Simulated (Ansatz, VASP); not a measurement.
# Two plane-wave programs on LiF

```
Li F
1.0
     3.04674    0.00000    0.00000
    -1.52337    2.63855    0.00000
     0.00000    0.00000    5.15996
Li F
2 2
Direct
  0.33333 0.66667 0.38107
  0.66667 0.33333 0.88107
  0.33333 0.66667 0.99393
  0.66667 0.33333 0.49393
```

Alike in both runs: task single point; functional PBE; k mesh 9 × 9 × 6; occupations gaussian, width 0.05 eV; no spin polarisation.

|  | VASP | Ansatz |
| --- | --- | --- |
| version | VASP 6.6.1 | Ansatz 0.2.0 |
| potentials or method | VASP PAW PBE potentials, release 64 (Li_sv, F), cutoff 520 eV | scalar-relativistic, plane waves, PAW |
| valence electrons in the cell | 20 | 20 |

```tsv
	VASP	Ansatz	Ansatz less VASP
gap on the k mesh at the Fermi level (eV)	7.65	7.66	+0.012
least direct gap on the mesh (eV)	7.65	7.66	+0.012
rms of the force components (eV/Å)	0.109	0.102	-0.0065
```

Atom by atom the forces differ by 0.007 eV/Å (rms over components).

Noted on VASP's run: the cutoff is under 1.25 times that of the potentials, so the pressure is a little rough.
